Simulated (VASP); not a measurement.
Here is a VASP 6.6.1 calculation.

The input POSCAR:

```
SiO2
1.0
    4.8975430062      0.0000000000      0.0000000000
    0.0000000000      4.8975430062      0.0000000000
    0.0000000000      0.0000000000      6.8449602473
Si O
4 8
Direct
    0.7989700000      0.2010300000      0.7500000000
    0.7010300000      0.7010300000      0.5000000000
    0.2010300000      0.7989700000      0.2500000000
    0.2989700000      0.2989700000      0.0000000000
    0.1034700000      0.2398900000      0.8218700000
    0.2601100000      0.6034700000      0.0718700000
    0.8965300000      0.7601100000      0.3218700000
    0.7398900000      0.3965300000      0.5718700000
    0.6034700000      0.2601100000      0.9281300000
    0.7601100000      0.8965300000      0.6781300000
    0.3965300000      0.7398900000      0.4281300000
    0.2398900000      0.1034700000      0.1781300000
```

The input INCAR.step1:

```
SYSTEM = SiO2
  ALGO = Normal
  EDIFF = 1E-7
  EDIFFG = -0.002
  EFERMI = MIDGAP
  ENCUT = 840
  GGA = CA
  GGA_COMPAT = .False.
  IBRION = 2
  ISIF = 3
  ISMEAR = 0
  KPAR = 8
  LASPH = .True.
  LCHARG = .False.
  LREAL = .False.
  LWAVE = .False.
  NELM = 120
  NELMIN = 4
  NSW = 80
  POTIM = 0.5
  PREC = Accurate
  SIGMA = 0.03
```

INCAR.step4

```
SYSTEM = SiO2
  ALGO = Normal
  EDIFF = 1E-7
  EFERMI = MIDGAP
  ENCUT = 840
  GGA = CA
  GGA_COMPAT = .False.
  ISIF = 2
  ISMEAR = 0
  KPAR = 8
  LASPH = .True.
  LCHARG = .False.
  LREAL = .False.
  LWAVE = .False.
  NELM = 120
  PREC = Accurate
  SIGMA = 0.03
```

KPOINTS

```
Automatic mesh
0
Gamma
  6 6 4
  0 0 0
```

Potentials or basis: VASP PAW LDA potentials, release 64 (Si, O).

The run is started by

```bash
$ cat potpaw_LDA.64/Si/POTCAR potpaw_LDA.64/O/POTCAR > POTCAR
$ cp INCAR.step1 INCAR
$ cp POSCAR.step1 POSCAR
$ mpirun -np 8 vasp_std > vasp.out
$ cp CONTCAR POSCAR
$ mpirun -np 8 vasp_std > vasp.out
$ cp CONTCAR POSCAR
$ mpirun -np 8 vasp_std > vasp.out
$ cp CONTCAR POSCAR
$ cp INCAR.step4 INCAR
$ mpirun -np 8 vasp_std > vasp.out
```

**Question.** Estimate the space group after relaxing (to 0.1 Å).

**Answer.** P4_12_12 (No. 92).

**Question.** What does it give for the band gap on the k mesh?

**Answer.** 5.52 eV.

**Question.** What does it give for the relaxed volume?

**Answer.** 14.25 Å³/atom.

Final structure:
```cif
data_structure
_symmetry_space_group_name_H-M 'P 1'
_symmetry_Int_Tables_number 1
_cell_length_a 4.9719
_cell_length_b 4.9719
_cell_length_c 6.9188
_cell_angle_alpha 90.000
_cell_angle_beta 90.000
_cell_angle_gamma 90.000
_cell_volume 171.04
loop_
_atom_site_label
_atom_site_type_symbol
_atom_site_fract_x
_atom_site_fract_y
_atom_site_fract_z
_atom_site_occupancy
Si1 Si 0.80203 0.19797 0.75000 1
Si2 Si 0.69797 0.69797 0.50000 1
Si3 Si 0.19797 0.80203 0.25000 1
Si4 Si 0.30203 0.30203 0.00000 1
O1 O 0.10814 0.23840 0.81938 1
O2 O 0.26160 0.60814 0.06938 1
O3 O 0.89186 0.76160 0.31938 1
O4 O 0.73840 0.39186 0.56938 1
O5 O 0.60814 0.26160 0.93062 1
O6 O 0.76160 0.89186 0.68062 1
O7 O 0.39186 0.73840 0.43062 1
O8 O 0.23840 0.10814 0.18062 1
```

A k mesh can miss the band edges.
